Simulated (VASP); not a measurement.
# Cd (Fm-3m) in VASP: notebook

Cd is run at these levels: PBE; tasks: single point, relaxation of cell and atoms.

Everything below comes from runs of VASP 6.6.1. Logs are shortened: lines on timing, memory, paths and dates and some standing lists are left out, and cuts for length are marked.

### 1 The cell of the first run

It takes space group Fm-3m (No. 225, cubic). Conventional cell: a = 3.570 Å, b = 3.570 Å, c = 3.570 Å, α = 90.00°, β = 90.00°, γ = 90.00°. Within 3.3 Å of Cd (site symmetry m-3m) lie 12 Cd at 2.52 Å.

### 2 Single point, PBE

Contents of INCAR:

```
ALGO     = Normal         # electronic algorithm
EDIFF    = 1E-7           # SCF threshold, eV
ENCUT    = 520            # plane-wave cutoff, eV
GGA      = PE             # functional
ISIF     = 2              # what is computed and relaxed
ISMEAR   = -1             # smearing method
LASPH    = T              # aspherical terms in the spheres
LCHARG   = F              # write CHGCAR
LREAL    = F              # projectors in reciprocal space
LWAVE    = F              # write WAVECAR
NBANDS   = 12             # bands
NELM     = 80             # most SCF steps
PREC     = Accurate       # precision mode
SIGMA    = 0.08           # smearing width, eV
```

Contents of KPOINTS:

```
k-points
0
Gamma
  18 18 18
```

Contents of POSCAR:

```
Cd
1.0
    0.0000000000      1.7851061994      1.7851061994
    1.7851061994      0.0000000000      1.7851061994
    1.7851061994      1.7851061994      0.0000000000
Cd
1
Direct
    0.0000000000      0.0000000000      0.0000000000
```

Potentials or basis: VASP PAW PBE potentials, release 64 (Cd).

Launch:

```console
cat potpaw_PBE.64/Cd/POTCAR > POTCAR
mpirun -np 1 vasp_std > vasp.out
```

OUTCAR:

```text
EDIFF = 1E-7
   ENCUT = 520
   GGA = PE
   ISIF = 2
   ISMEAR = -1
   LASPH = T
   LREAL = F
   NELM = 80
   PREC = Accurate

 ion  position               nearest neighbor table
   1  0.000  0.000  0.000-

  LATTYP: Found a face centered cubic cell.
 ALAT       =     3.5702123988

  Lattice vectors:

 A1 = (   0.0000000000,   1.7851061994,   1.7851061994)
 A2 = (   1.7851061994,   0.0000000000,   1.7851061994)
 A3 = (   1.7851061994,   1.7851061994,   0.0000000000)

Analysis of symmetry for initial positions (statically):
=====================================================================
 Subroutine PRICEL returns:
 Original cell was already a primitive cell.

 Routine SETGRP: Setting up the symmetry group for a
 face centered cubic supercell.

 Subroutine GETGRP returns: Found 48 space group operations
 (whereof 48 operations were pure point group operations)
 out of a pool of 48 trial point group operations.

The static configuration has the point symmetry O_h .

Analysis of symmetry for dynamics (positions and initial velocities):
=====================================================================
 Subroutine PRICEL returns:
 Original cell was already a primitive cell.

 Routine SETGRP: Setting up the symmetry group for a
 face centered cubic supercell.

 Subroutine GETGRP returns: Found 48 space group operations
 (whereof 48 operations were pure point group operations)
 out of a pool of 48 trial point group operations.

The dynamic configuration has the point symmetry O_h .

 Subroutine INISYM returns: Found 48 space group operations
 (whereof 48 operations are pure point group operations),
 and found     1 'primitive' translations

----------------------------------------------------------------------------------------

                                     Primitive cell

  volume of cell :      11.3769

  direct lattice vectors                    reciprocal lattice vectors
     0.000000000  1.785106199  1.785106199    -0.280095380  0.280095380  0.280095380
     1.785106199  0.000000000  1.785106199     0.280095380 -0.280095380  0.280095380
     1.785106199  1.785106199  0.000000000     0.280095380  0.280095380 -0.280095380

  length of vectors
     2.524521397  2.524521397  2.524521397     0.485139430  0.485139430  0.485139430

  position of ions in fractional coordinates (direct lattice)
     0.000000000  0.000000000  0.000000000

  ion indices of the primitive-cell ions
   primitive index   ion index
                 1           1
[... 72 lines left out ...]
   EDIFF  = 0.1E-06   stopping-criterion for ELM
   LREAL  =      F    real-space projection
   EDIFFG = 0.1E-05   stopping-criterion for IOM
   NSW    =      0    number of steps for IOM
   IBRION =     -1    ionic relax: 0-MD 1-quasi-New 2-CG
   NFREE  =      0    steps in history (QN), initial steepest desc. (CG)
   ISIF   =      2    stress and relaxation
   ISYM   =      2    0-nonsym 1-usesym 2-fastsym
   POTIM  = 0.5000    time-step for ionic-motion
   TEBEG  =    0.0;   TEEND  =   0.0 temperature during run
   PSTRESS=    0.0 pullay stress
   NELECT =      12.0000    total number of electrons
   NUPDOWN=      -1.0000    fix difference up-down
   EMIN   =  10.00;   EMAX   =-10.00  energy-range for DOS
   EFERMI =   0.00;   METHOD = LEGACY
   ISMEAR =    -1;   SIGMA  =   0.08  broadening in eV -4-tet -1-fermi 0-gaus
   EFERMI_NEDOS =   21; number of points for ismear=-14 and -15
   IALGO  =     38    algorithm
   IMIX   =      4    mixing-type and parameters
     AMIX     =   0.40;   BMIX     =  1.00
     AMIX_MAG =   1.60;   BMIX_MAG =  1.00
  volume/ion in A,a.u.               =      11.38        76.77
  Fermi-wavevector in a.u.,A,eV,Ry     =   1.666459  3.149150 37.784524  2.777084
  Thomas-Fermi vector in A             =   2.752651
   LORBIT       =      0    0 simple, 1 ext, 2 COOP (PROOUT), +10 PAW based schemes
   GGA     = PE    functional components
   LHFCALC =     F    Hartree Fock is set to
   AEXX    =    0.0000 exact exchange contribution
   IVDW    =     0    specifies the selected vdW correction
   LEPSILON=     F    determine dielectric tensor
   LRPA    =     F    only Hartree local field effects (RPA)
 non-spin polarized calculation
  energy-cutoff  :      520.00
  volume of cell :       11.38
 maximum number of plane-waves:       331
   NGX =  9   NGY =  9   NGZ =  9

 number of electron      11.9999994 magnetization

 Free energy of the ion-electron system (eV)
  ---------------------------------------------------
  ext. energy  EPLUGINS =         0.00000000
  ---------------------------------------------------
  free energy    TOTEN  =         2.97066878 eV

  energy without entropy =        2.97559794  energy(sigma->0) =        2.97313336

 E-fermi :  10.9593     XC(G=0): -14.9029

 val. band max:       10.9390165460   @ k =  -0.4444   0.1667   0.0556
 cond. band min:      11.1371978022   @ k =  -0.4444   0.0556   0.0000
 fundamental gap:      0.1981812562
 Fermi energy:        10.9592532724

 k-point     1 :       0.0000    0.0000    0.0000
  band No.  band energies     occupation
      1      -5.5339      2.00000
      2      -2.6700      2.00000
      3      -2.6700      2.00000
      4      -2.6700      2.00000
      5      -0.9872      2.00000
      6      -0.9872      2.00000
      7      25.2359      0.00000
      8      30.7506      0.00000
      9      30.7506      0.00000
     10      30.7506      0.00000
     11      35.5855      0.00000
     12      38.0575      0.00000
[... 331 lines left out ...]
 k-point    24 :      -0.2222    0.0556    0.0000
  band No.  band energies     occupation
      1      -4.2063      2.00000
      2      -2.4519      2.00000
      3      -2.2762      2.00000
      4      -2.0050      2.00000
      5      -1.0686      2.00000
      6      -0.4068      2.00000
      7      20.4871      0.00000
      8      25.7375      0.00000
      9      29.7300      0.00000
     10      33.0802      0.00000
     11      33.4819      0.00000
     12      35.0529      0.00000

 [... further k-points ...]
[... 5 lines left out ...]
  --------------------------------------------------------------------------------------
  -------------------------------------------------------------------------------------
  Total       15.5017052     15.5017052     15.5017052     -0.0000000     -0.0000000     -0.0000000
  in kB     2183.0711214   2183.0711214   2183.0711214     -0.0000000     -0.0000000     -0.0000000
  external PRESSURE =    2183.0711214 kB  Pullay stress =       0.0000000 kB

 VOLUME and BASIS-vectors are now :
 -----------------------------------------------------------------------------
  energy-cutoff  :      520.00
  volume of cell :       11.38
      direct lattice vectors                 reciprocal lattice vectors
     0.000000000  1.785106199  1.785106199    -0.280095380  0.280095380  0.280095380
     1.785106199  0.000000000  1.785106199     0.280095380 -0.280095380  0.280095380
     1.785106199  1.785106199  0.000000000     0.280095380  0.280095380 -0.280095380

 POSITION                                       TOTAL-FORCE (eV/Angst)
 -----------------------------------------------------------------------------------
      0.00000      0.00000      0.00000         0.000000      0.000000      0.000000
 -----------------------------------------------------------------------------------
    total drift:                                0.000000      0.000000      0.000000

  FREE ENERGIE OF THE ION-ELECTRON SYSTEM (eV)
  ---------------------------------------------------
  free  energy   TOTEN  =         2.9706687767 eV

  energy  without entropy=        2.9755979356  energy(sigma->0) =        2.97313336
```

stdout:

```text
POSCAR found type information on POSCAR Cd
 POSCAR found :  1 types and       1 ions
 scaLAPACK will be used
 LDA part: xc-table for (Slater+PW92), standard interpolation
 POSCAR, INCAR and KPOINTS ok, starting setup
 FFT: planning ... GRIDC
 FFT: planning ... GRID_SOFT
 FFT: planning ... GRID
 WAVECAR not read
 entering main loop
```

Wall time 18 s (1 thread of Intel Xeon 6975P-C, shared host); peak memory 0.14 GiB.

What came out:

| Item | Value |
| --- | --- |
| Free energy | 2.9707 eV |
| Pressure | 218.3 GPa |
| Band gap on the k mesh | zero (band 6 reaches 12.32 eV, above the bottom of band 7 at 10.70 eV) |

Levels at points of the mesh, in eV from the Fermi level:
| k point | band 4 | band 5 | band 6 | band 7 | band 8 | band 9 |
| --- | --- | --- | --- | --- | --- | --- |
| (0.00, 0.00, 0.00) | -13.63 | -11.95 | -11.95 | 14.28 | 19.79 | 19.79 |
| (0.50, 0.00, 0.00) | -10.64 | -10.64 | -6.89 | -0.26 | 13.16 | 18.31 |
| (0.50, 0.50, 0.00) | -10.30 | -10.30 | -4.07 | 3.94 | 8.18 | 8.18 |

### 3 Single point, PBE

Contents of INCAR:

```
SYSTEM = Cd
PREC     = Accurate       ! precision mode
ENCUT    = 520            ! plane-wave cutoff, eV
EDIFF    = 1E-6           ! SCF threshold, eV
ISMEAR   = -1             ! smearing method
SIGMA    = 0.08           ! smearing width, eV
LREAL    = .FALSE.        ! projectors in reciprocal space
LASPH    = .TRUE.         ! aspherical terms in the spheres
NELM     = 60             ! most SCF steps
ALGO     = Normal         ! electronic algorithm
ISIF     = 2              ! what is computed and relaxed
LWAVE    = .FALSE.        ! write WAVECAR
LCHARG   = .TRUE.         ! write CHGCAR
GGA      = PE             ! functional
LELF     = .TRUE.         ! ELF
LVHAR    = .TRUE.       
NBANDS   = 12             ! bands
```

Contents of KPOINTS:

```
Automatic mesh
0
G
  18 18 18
  0 0 0
```

POSCAR is that of step 2.

Potentials or basis: VASP PAW PBE potentials, release 64 (Cd).

Launch:

```console
cat potpaw_PBE.64/Cd/POTCAR > POTCAR
mpirun -np 1 vasp_std > vasp.out
```

It took 17 s on 1 thread of Intel Xeon 6975P-C, shared host; peak memory 0.15 GiB.

The run converged. Its results:

```yaml
Free_energy: 2.9707 eV
Pressure: 218.3 GPa
Band_gap_on_the_k_mesh: zero (band 6 reaches 12.32 eV, above the bottom of band 7 at 10.70 eV)
```

Levels at points of the mesh, in eV from the Fermi level:
| k point | band 2 | band 3 | band 4 | band 5 | band 6 | band 7 | band 8 | band 9 | band 10 | band 11 |
| --- | --- | --- | --- | --- | --- | --- | --- | --- | --- | --- |
| (0.00, 0.00, 0.00) | -13.63 | -13.63 | -13.63 | -11.95 | -11.95 | 14.28 | 19.79 | 19.79 | 19.79 | 24.63 |
| (0.50, 0.00, 0.00) | -13.67 | -13.67 | -10.64 | -10.64 | -6.89 | -0.26 | 13.16 | 18.31 | 18.31 | 23.41 |
| (0.50, 0.50, 0.00) | -16.00 | -10.69 | -10.30 | -10.30 | -4.07 | 3.94 | 8.18 | 8.18 | 16.28 | 17.61 |

### 4 Relaxation of cell and atoms, PBE, target pressure 210 GPa, at which the enthalpy is minimised

Contents of INCAR:

```
SYSTEM = Cd
PREC = Accurate
ENCUT = 600
EDIFF = 1E-6
ISMEAR = -1
SIGMA = 0.08
LREAL = .FALSE.
LASPH = .TRUE.
NELM = 80
ALGO = Normal
ISIF = 3
LWAVE = .FALSE.
LCHARG = .FALSE.
GGA = PE
IBRION = 2
NSW = 60
EDIFFG = -0.005
PSTRESS = 2100.0
```

KPOINTS is that of step 3.

Contents of POSCAR:

```
Cd
1.0
    0.0000000000      1.7846499598      1.7846499598
    1.7846499598      0.0000000000      1.7846499598
    1.7846499598      1.7846499598      0.0000000000
Cd
1
Direct
    0.0000000000      0.0000000000      0.0000000000
```

Launch:

```console
cat potpaw_PBE.64/Cd/POTCAR > POTCAR
mpirun -np 1 vasp_std > vasp.out
```

Wall time 32 s (1 thread of Intel Xeon 6975P-C, shared host); peak memory 0.15 GiB.

Results (log left out):

```
Free energy                                            : 2.8344 eV
Relaxed volume                                         : 11.48 Å³/atom
Relaxed cell                                           : a = 2.532 Å, b = 2.532 Å, c = 2.532 Å, α = 60.00°, β = 60.00°, γ = 60.00°
Space group after relaxing (to 0.05 Å)                 : Fm-3m (No. 225)
Energy change on relaxing (the enthalpy is what falls) : -148.0 meV/atom
Ionic steps                                            : 4
Pressure after relaxing                                : 210.0 GPa
Band gap on the k mesh                                 : zero (band 6 reaches 12.16 eV, above the bottom of band 7 at 10.51 eV)
```

The path:
| step | energy change (eV) | largest force (eV/Å) | pressure (GPa) | volume (Å³) |
| --- | --- | --- | --- | --- |
| 1 | 0.0000 | 0.0000 | 218.75 | 11.37 |
| 2 | -1.1929 | 0.0000 | 149.30 | 12.42 |
| 3 | -0.1540 | 0.0000 | 209.64 | 11.48 |
| 4 | -0.1480 | 0.0000 | 209.97 | 11.48 |

Final structure:
```
CELL_PARAMETERS angstrom
0.00000 1.79042 1.79042
1.79042 0.00000 1.79042
1.79042 1.79042 0.00000
ATOMIC_POSITIONS crystal
Cd 0.00000 0.00000 0.00000
```

Levels at points of the mesh, in eV from the Fermi level:
```tsv
k point	band 2	band 3	band 4	band 5	band 6	band 7	band 8	band 9	band 10
(0.00, 0.00, 0.00)	-13.52	-13.52	-13.52	-11.86	-11.86	14.31	19.76	19.76	19.76
(0.50, 0.00, 0.00)	-13.55	-13.55	-10.58	-10.58	-6.79	-0.27	13.20	18.24	18.24
(0.50, 0.50, 0.00)	-15.85	-10.63	-10.24	-10.24	-4.00	3.90	8.18	8.18	16.21
```

Caveat: the cell is relaxed towards a set pressure, so the enthalpy falls and the energy may rise.

### 5 Relaxation of cell and atoms, PBE, target pressure 210 GPa, at which the enthalpy is minimised

Contents of INCAR:

```
SYSTEM = Cd
ALGO = Normal
EDIFF = 1E-6
EDIFFG = -0.005
ENCUT = 600
GGA = PE
IBRION = 2
ISIF = 3
ISMEAR = -1
LASPH = .True.
LCHARG = .False.
LREAL = .False.
LWAVE = .False.
NELM = 60
NSW = 32
PREC = Accurate
PSTRESS = 2100.0
SIGMA = 0.08
```

Contents of KPOINTS:

```
k-points
0
Gamma
  18 18 18
  0 0 0
```

Contents of POSCAR:

```
Cd
1.0
    0.0000000000      1.7851061994      1.7851061994
    1.7851061994      0.0000000000      1.7851061994
    1.7851061994      1.7851061994      0.0000000000
Cd
1
Direct
    0.0000000000      0.0000000000      0.0000000000
```

Launch:

```console
cat potpaw_PBE.64/Cd/POTCAR > POTCAR
mpirun -np 1 vasp_std > vasp.out
```

Wall time 42 s (1 thread of Intel Xeon 6975P-C, shared host); peak memory 0.16 GiB.

Results (log left out):

* Free energy: 2.8344 eV
* Relaxed volume: 11.48 Å³/atom
* Relaxed cell: a = 2.532 Å, b = 2.532 Å, c = 2.532 Å, α = 60.00°, β = 60.00°, γ = 60.00°
* Space group after relaxing (to 0.05 Å): Fm-3m (No. 225)
* Energy change on relaxing (the enthalpy is what falls): -136.1 meV/atom
* Ionic steps: 4
* Pressure after relaxing: 210.0 GPa
* Band gap on the k mesh: zero (band 6 reaches 12.16 eV, above the bottom of band 7 at 10.51 eV)

The path:
```csv
step,energy change (eV),largest force (eV/Å),pressure (GPa),volume (Å³)
1,0.0000,0.0000,218.05,11.38
2,-1.1083,0.0000,153.45,12.34
3,-0.1411,0.0000,209.70,11.48
4,-0.1361,0.0000,210.03,11.48
```

Final structure:
```xyz
1
Lattice="0.0000 1.7904 1.7904 1.7904 0.0000 1.7904 1.7904 1.7904 0.0000" Properties=species:S:1:pos:R:3 pbc="T T T"
Cd    0.0000    0.0000    0.0000
```

Levels at points of the mesh, in eV from the Fermi level:
| k point | band 3 | band 4 | band 5 | band 6 | band 7 | band 8 | band 9 | band 10 |
| --- | --- | --- | --- | --- | --- | --- | --- | --- |
| (0.00, 0.00, 0.00) | -13.52 | -13.52 | -11.86 | -11.86 | 14.31 | 19.76 | 19.76 | 19.76 |
| (0.50, 0.00, 0.00) | -13.55 | -10.58 | -10.58 | -6.79 | -0.27 | 13.20 | 18.24 | 18.24 |
| (0.50, 0.50, 0.00) | -10.63 | -10.24 | -10.24 | -4.00 | 3.90 | 8.18 | 8.18 | 16.21 |

Caveat: the cell is relaxed towards a set pressure, so the enthalpy falls and the energy may rise.

### 6 Overview

```csv
task,cell,cutoff (eV),gap on the mesh (eV),pressure (GPa)
single point,as given,520,none,218.3
relaxation of cell and atoms,relaxed to 210 GPa,600,none,210.0
relaxation of cell and atoms,relaxed to 210 GPa,600,none,210.0
```

Alike in all rows: level PBE; potentials or basis VASP PAW PBE potentials, release 64 (Cd); no spin polarisation; k mesh 18 × 18 × 18; smearing fermi-dirac 0.08 eV.

Caveats: the cell is relaxed towards a set pressure, so the enthalpy falls and the energy may rise (some runs).

Absolute energies hang on the potentials; compare differences alone.
